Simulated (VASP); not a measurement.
# IrOs4 in VASP: further runs

The runs below take IrOs4 through single point, with LDA.

Program: VASP 6.6.1. These are calculated values, not measurements. Logs are shortened: lines on timing, memory, paths and dates and some standing lists are left out, and cuts for length are marked.

## 1. The cell of the first run

The cell holds a slab with vacuum, 5 atoms: a = 2.716 Å, b = 2.716 Å, c = 24.582 Å, α = 90.00°, β = 90.00°, γ = 120.00°.

## 2. Single point, LDA

The input, INCAR:

```
  PREC = Accurate
  ENCUT = 520
  EDIFF = 1E-6
  ISMEAR = -1
  SIGMA = 0.1
  LREAL = False
  LASPH = True
  NELM = 100
  ALGO = Normal
  ISIF = 2
  LWAVE = False
  LCHARG = True
  LDIPOL = True
  IDIPOL = 3
  DIPOL = 0.5 0.5 0.500
  GGA = CA
  LELF = True
  LVHAR = True
  LVACPOTAV = True
  NBANDS = 28
```

The input, KPOINTS:

```
Automatic mesh
0
Gamma
  15 15 1
```

The input, POSCAR:

```
IrOs4
1.0
    2.7156192245      0.0000000000      0.0000000000
   -1.3578096122      2.3517952354      0.0000000000
    0.0000000000      0.0000000000     24.5824000000
Os Ir
4 1
Direct
    0.0000000000      0.0000000000      0.3280289655
    0.3333333333      0.6666666667      0.4119187140
    0.3333333333      0.6666666667      0.5880812825
    0.0000000000      0.0000000000      0.6719710352
    0.0000000000      0.0000000000      0.5000000025
```

Potentials or basis: VASP PAW LDA potentials, release 64 (Os, Ir).

Command:

```console
$ cat potpaw_LDA.64/Os/POTCAR potpaw_LDA.64/Ir/POTCAR > POTCAR
$ mpirun -np 1 vasp_std > vasp.out
```

OUTCAR:

```text
PREC = Accurate
   ENCUT = 520
   EDIFF = 1E-6
   ISMEAR = -1
   LREAL = False
   LASPH = True
   NELM = 100
   ISIF = 2
   GGA = CA

 ion  position               nearest neighbor table
   1  0.000  0.000  0.328-   2 2.59   2 2.59   2 2.59
   2  0.333  0.667  0.412-   1 2.59   1 2.59   1 2.59   5 2.67   5 2.67   5 2.67
   3  0.333  0.667  0.588-   4 2.59   4 2.59   4 2.59   5 2.67   5 2.67   5 2.67
   4  0.000  0.000  0.672-   3 2.59   3 2.59   3 2.59
   5  0.000  0.000  0.500-   3 2.67   3 2.67   3 2.67   2 2.67   2 2.67   2 2.67

  LATTYP: Found a hexagonal cell.
 ALAT       =     2.7156192245
 C/A-ratio  =     9.0522263866

  Lattice vectors:

 A1 = (   2.7156192245,   0.0000000000,   0.0000000000)
 A2 = (  -1.3578096122,   2.3517952354,   0.0000000000)
 A3 = (   0.0000000000,   0.0000000000,  24.5824000000)

Analysis of symmetry for initial positions (statically):
=====================================================================
 Subroutine PRICEL returns:
 Original cell was already a primitive cell.

 Routine SETGRP: Setting up the symmetry group for a
 hexagonal supercell.

 Subroutine GETGRP returns: Found 12 space group operations
 (whereof 12 operations were pure point group operations)
 out of a pool of 24 trial point group operations.

The static configuration has the point symmetry D_3h.

Analysis of symmetry for dynamics (positions and initial velocities):
=====================================================================
 Subroutine PRICEL returns:
 Original cell was already a primitive cell.

 Routine SETGRP: Setting up the symmetry group for a
 hexagonal supercell.

 Subroutine GETGRP returns: Found 12 space group operations
 (whereof 12 operations were pure point group operations)
 out of a pool of 24 trial point group operations.

The dynamic configuration has the point symmetry D_3h.

 Subroutine INISYM returns: Found 12 space group operations
 (whereof 12 operations are pure point group operations),
 and found     1 'primitive' translations

----------------------------------------------------------------------------------------

                                     Primitive cell

  volume of cell :     156.9975

  direct lattice vectors                    reciprocal lattice vectors
     2.715619225  0.000000000  0.000000000     0.368240139  0.212603543  0.000000000
    -1.357809612  2.351795235  0.000000000     0.000000000  0.425207086  0.000000000
     0.000000000  0.000000000 24.582400000     0.000000000  0.000000000  0.040679511

  length of vectors
     2.715619225  2.715619224 24.582400000     0.425207086  0.425207086  0.040679511

  position of ions in fractional coordinates (direct lattice)
     0.000000000  0.000000000  0.328028966
     0.333333333  0.666666667  0.411918714
     0.333333333  0.666666667  0.588081282
     0.000000000  0.000000000  0.671971035
     0.000000000  0.000000000  0.500000003

  ion indices of the primitive-cell ions
   primitive index   ion index
                 1           1
                 2           2
                 3           3
                 4           4
                 5           5

----------------------------------------------------------------------------------------

 KPOINTS: Automatic mesh

Automatic generation of k-mesh.
 Grid dimensions read from file:
 generate k-points for:   15   15    1

 Generating k-lattice:

  Cartesian coordinates                     Fractional coordinates (reciprocal lattice)
     0.024549343  0.014173570  0.000000000     0.066666667  0.000000000  0.000000000
     0.000000000  0.028347139  0.000000000     0.000000000  0.066666667  0.000000000
     0.000000000  0.000000000  0.040679511     0.000000000  0.000000000  1.000000000

  Length of vectors
     0.028347139  0.028347139  0.040679511

  Shift w.r.t. Gamma in fractional coordinates (k-lattice)
     0.000000000  0.000000000  0.000000000

 Subroutine IBZKPT returns following result:
 ===========================================

 Found     27 irreducible k-points:

 Following reciprocal coordinates:
            Coordinates               Weight
  0.000000  0.000000  0.000000      1.000000
  0.066667  0.000000  0.000000      6.000000
  0.133333  0.000000  0.000000      6.000000
  0.200000 -0.000000  0.000000      6.000000
  0.266667  0.000000  0.000000      6.000000
  0.333333 -0.000000  0.000000      6.000000
[... 16 lines left out ...]
  0.333333  0.200000  0.000000     12.000000
  0.400000  0.200000  0.000000      6.000000
 [... further k-points ...]
   k-points           NKPTS =     27   k-points in BZ     NKDIM =     27   number of bands    NBANDS=     28
   number of dos      NEDOS =    301   number of ions     NIONS =      5
   total plane-waves  NPLWV =  76800
   dimension x,y,z NGX =    20 NGY =   20 NGZ =  192
   dimension x,y,z NGXF=    40 NGYF=   40 NGZF=  384
   ions per type =               4   1
   NGX,Y,Z   is equivalent  to a cutoff of  12.24, 12.24, 12.98 a.u.
   NGXF,Y,Z  is equivalent  to a cutoff of  24.49, 24.49, 25.97 a.u.
 SYSTEM =  unknown system
   PREC   = accura    normal or accurate (medium, high low for compatibility)
   ISTART =      0    job   : 0-new  1-cont  2-samecut
   ICHARG =      2    charge: 1-file 2-atom 10-const
   ISPIN  =      1    spin polarized calculation?
   LNONCOLLINEAR =      F non collinear calculations
   LSORBIT =      F    spin-orbit coupling
   LASPH  =      T    aspherical Exc in radial PAW
   ENCUT  =  520.0 eV  38.22 Ry    6.18 a.u.   5.05  5.05 45.71*2*pi/ulx,y,z
   NELM   =    100;   NELMIN=  2; NELMDL= -5     # of ELM steps
   EDIFF  = 0.1E-05   stopping-criterion for ELM
   LREAL  =      F    real-space projection
   EDIFFG = 0.1E-04   stopping-criterion for IOM
   NSW    =      0    number of steps for IOM
   IBRION =     -1    ionic relax: 0-MD 1-quasi-New 2-CG
   NFREE  =      0    steps in history (QN), initial steepest desc. (CG)
   ISIF   =      2    stress and relaxation
   ISYM   =      2    0-nonsym 1-usesym 2-fastsym
   POTIM  = 0.5000    time-step for ionic-motion
   TEBEG  =    0.0;   TEEND  =   0.0 temperature during run
   PSTRESS=    0.0 pullay stress
   NELECT =      41.0000    total number of electrons
   NUPDOWN=      -1.0000    fix difference up-down
   EMIN   =  10.00;   EMAX   =-10.00  energy-range for DOS
   EFERMI =   0.00;   METHOD = LEGACY
   ISMEAR =    -1;   SIGMA  =   0.10  broadening in eV -4-tet -1-fermi 0-gaus
   EFERMI_NEDOS =   21; number of points for ismear=-14 and -15
   IALGO  =     38    algorithm
   IMIX   =      4    mixing-type and parameters
     AMIX     =   0.40;   BMIX     =  1.00
     AMIX_MAG =   1.60;   BMIX_MAG =  1.00
  volume/ion in A,a.u.               =      31.40       211.89
  Fermi-wavevector in a.u.,A,eV,Ry     =   1.046418  1.977443 14.898254  1.094991
  Thomas-Fermi vector in A             =   2.181255
   LORBIT       =      0    0 simple, 1 ext, 2 COOP (PROOUT), +10 PAW based schemes
   GGA     = CA    functional components
   LHFCALC =     F    Hartree Fock is set to
   AEXX    =    0.0000 exact exchange contribution
   IVDW    =     0    specifies the selected vdW correction
   LEPSILON=     F    determine dielectric tensor
   LRPA    =     F    only Hartree local field effects (RPA)
 non-spin polarized calculation
  energy-cutoff  :      520.00
  volume of cell :      157.00
 maximum number of plane-waves:      4267
   NGX = 11   NGY = 11   NGZ = 91

 number of electron      40.9999998 magnetization

 dipolmoment           0.000000      0.000000      0.000000 electrons x Angstroem

 Free energy of the ion-electron system (eV)
  ---------------------------------------------------
  ext. energy  EPLUGINS =         0.00000000
  ---------------------------------------------------
  free energy    TOTEN  =       -58.23927642 eV

  energy without entropy =      -58.08850755  energy(sigma->0) =      -58.16389199

 E-fermi :   1.2492     XC(G=0):  -7.1584

 val. band max:        1.2462779279   @ k =   0.3333  -0.0000   0.0000
 cond. band min:       1.2601977562   @ k =   0.2667   0.2000   0.0000
 fundamental gap:      0.0139198284
 Fermi energy:         1.2492414489

 k-point     1 :       0.0000    0.0000    0.0000
  band No.  band energies     occupation
      1      -9.7299      2.00000
      2      -8.5047      2.00000
      3      -7.3534      2.00000
      4      -6.6700      2.00000
      5      -6.5231      2.00000
      6      -2.8838      2.00000
[... 20 lines left out ...]
     27       1.6891      0.02429
     28       2.7873      0.00000

 k-point     2 :       0.0667    0.0000    0.0000
  band No.  band energies     occupation
      1      -9.5520      2.00000
      2      -8.3302      2.00000
      3      -7.1794      2.00000
      4      -6.5015      2.00000
      5      -6.3406      2.00000
      6      -3.0691      2.00000
[... 20 lines left out ...]
     27       1.8439      0.00522
     28       2.8490      0.00000

 k-point     3 :       0.1333    0.0000    0.0000
  band No.  band energies     occupation
      1      -9.0445      2.00000
      2      -7.8452      2.00000
      3      -6.7019      2.00000
      4      -6.0528      2.00000
      5      -5.8386      2.00000
      6      -3.4586      2.00000
[... 20 lines left out ...]
     27       2.2650      0.00008
     28       2.9168      0.00000

 k-point     4 :       0.2000   -0.0000    0.0000
  band No.  band energies     occupation
      1      -8.2957      2.00000
      2      -7.1883      2.00000
      3      -6.1068      2.00000
      4      -5.5610      2.00000
      5      -5.2171      2.00000
      6      -3.8972      2.00000
[... 578 lines left out ...]
     27       4.9699      0.00000
     28       5.2004      0.00000

 k-point    23 :       0.3333    0.2000    0.0000
  band No.  band energies     occupation
      1      -5.8823      2.00000
      2      -5.8630      2.00000
      3      -5.1727      2.00000
      4      -5.1542      2.00000
      5      -4.9189      2.00000
      6      -4.4189      2.00000
[... 20 lines left out ...]
     27       6.1695      0.00000
     28       6.6181      0.00000

 k-point    24 :       0.4000    0.2000    0.0000
  band No.  band energies     occupation
      1      -5.9406      2.00000
      2      -5.8875      2.00000
      3      -5.2391      2.00000
      4      -5.1538      2.00000
      5      -4.8063      2.00000
      6      -4.4686      2.00000
[... 20 lines left out ...]
     27       6.5577      0.00000
     28       7.0347      0.00000

 [... further k-points ...]
[... 5 lines left out ...]
  --------------------------------------------------------------------------------------
  -------------------------------------------------------------------------------------
  Total       -4.0446763     -4.0446763      1.1737475     -0.0000000      0.0000000      0.0000000
  in kB      -41.2763882    -41.2763882     11.9782290     -0.0000000      0.0000000      0.0000000
  external PRESSURE =     -23.5248491 kB  Pullay stress =       0.0000000 kB

 VOLUME and BASIS-vectors are now :
 -----------------------------------------------------------------------------
  energy-cutoff  :      520.00
  volume of cell :      157.00
      direct lattice vectors                 reciprocal lattice vectors
     2.715619225  0.000000000  0.000000000     0.368240139  0.212603543  0.000000000
    -1.357809612  2.351795235  0.000000000     0.000000000  0.425207086  0.000000000
     0.000000000  0.000000000 24.582400000     0.000000000  0.000000000  0.040679511

 POSITION                                       TOTAL-FORCE (eV/Angst)
 -----------------------------------------------------------------------------------
      0.00000      0.00000      8.06374        -0.000000      0.000000      0.097310
     -0.00000      1.56786     10.12595         0.000000      0.000000     -0.494740
     -0.00000      1.56786     14.45645         0.000000      0.000000      0.494740
      0.00000      0.00000     16.51866        -0.000000      0.000000     -0.097310
      0.00000      0.00000     12.29120        -0.000000     -0.000000     -0.000000
 -----------------------------------------------------------------------------------
    total drift:                                0.000000     -0.000000     -0.000000

  FREE ENERGIE OF THE ION-ELECTRON SYSTEM (eV)
  ---------------------------------------------------
  free  energy   TOTEN  =       -58.2392764181 eV

  energy  without entropy=      -58.0885075523  energy(sigma->0) =      -58.16389199

 vacuum level on the upper side and lower side of the slab         6.884         6.884
```

Run time: 74 s. Hardware: 1 thread of Intel Xeon 6975P-C (Granite Rapids), shared host; peak memory 0.28 GiB.

What came out:

- Free energy: -58.2393 eV
- Largest force: 0.495 eV/Å
- Band gap on the k mesh: zero (an odd number of electrons rules out a gap without spin polarisation)

Forces on the atoms (eV/Å):
```
Os   0.000  0.000  0.097
Os   0.000  0.000 -0.495
Os   0.000  0.000  0.495
Os   0.000  0.000 -0.097
Ir   0.000  0.000  0.000
```

Caveat: spin-orbit coupling is left out, which moves the levels of the heavy elements.

## 3. Single point, LDA

The input, INCAR:

```
SYSTEM = IrOs4
PREC = Accurate ; ENCUT = 520
EDIFF = 1E-6 ; ISMEAR = -1
SIGMA = 0.1 ; LREAL = .FALSE.
LASPH = .TRUE. ; NELM = 100
ALGO = Normal ; ISIF = 2
LWAVE = .FALSE. ; LCHARG = .FALSE.
LDIPOL = .TRUE. ; IDIPOL = 3
DIPOL = 0.5 0.5 0.500 ; NBANDS = 28
```

The input, KPOINTS:

```
Automatic mesh
0
G
  15 15 1
  0 0 0
```

POSCAR is that of step 2.

Potentials or basis: VASP PAW LDA potentials, release 64 (Os, Ir).

Command:

```console
$ cat potpaw_LDA.64/Os/POTCAR potpaw_LDA.64/Ir/POTCAR > POTCAR
$ mpirun -np 1 vasp_std > vasp.out
```

Wall time 74 s (1 thread of Intel Xeon 6975P-C (Granite Rapids), shared host); peak memory 0.28 GiB.

The run converged. Its results:

* Free energy: -58.2393 eV
* Largest force: 0.495 eV/Å
* Band gap on the k mesh: zero (an odd number of electrons rules out a gap without spin polarisation)

Forces on the atoms (eV/Å):
```
Os   0.000  0.000  0.097
Os   0.000  0.000 -0.495
Os   0.000  0.000  0.495
Os   0.000  0.000 -0.097
Ir   0.000  0.000  0.000
```

Levels at points of the mesh, in eV from the Fermi level:
| k point | band 16 | band 17 | band 18 | band 19 | band 20 | band 21 | band 22 | band 23 | band 24 | band 25 |
| --- | --- | --- | --- | --- | --- | --- | --- | --- | --- | --- |
| (0.00, 0.00, 0.00) | -2.74 | -2.57 | -2.57 | -2.43 | -1.63 | -1.63 | -0.40 | -0.25 | -0.25 | 0.33 |

Caveat: spin-orbit coupling is left out, which moves the levels of the heavy elements.
